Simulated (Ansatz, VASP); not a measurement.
**Two plane-wave programs on Rb**

```
CELL_PARAMETERS angstrom
-2.80600 2.81302 2.81302
2.80600 -2.79899 2.79899
2.80600 2.79899 -2.79899
ATOMIC_POSITIONS crystal
Rb 0.00000 0.00000 0.00000
```

Change from the starting cell: strain +0.0050 x Voigt [0, 0, 0, 1, 0, 0], atoms carried along.

Alike in both runs: task single point; functional PBE; k mesh 12 × 12 × 12; occupations gaussian, width 0.15 eV; no spin polarisation.

|  | VASP | Ansatz |
| --- | --- | --- |
| version | VASP 6.6.1 | Ansatz 0.2.0 |
| potentials or method | VASP PAW PBE potentials, release 64 (Rb_sv), cutoff 520 eV | scalar-relativistic, plane waves, PAW |
| valence electrons in the cell | 9 | 9 |

```csv
,VASP,Ansatz,Ansatz less VASP
gap on the k mesh at the Fermi level (eV),none,none,-
pressure (GPa),0.1,0.1,0.00
```

A gap of «none» marks a metal or a gap that the smearing closes.
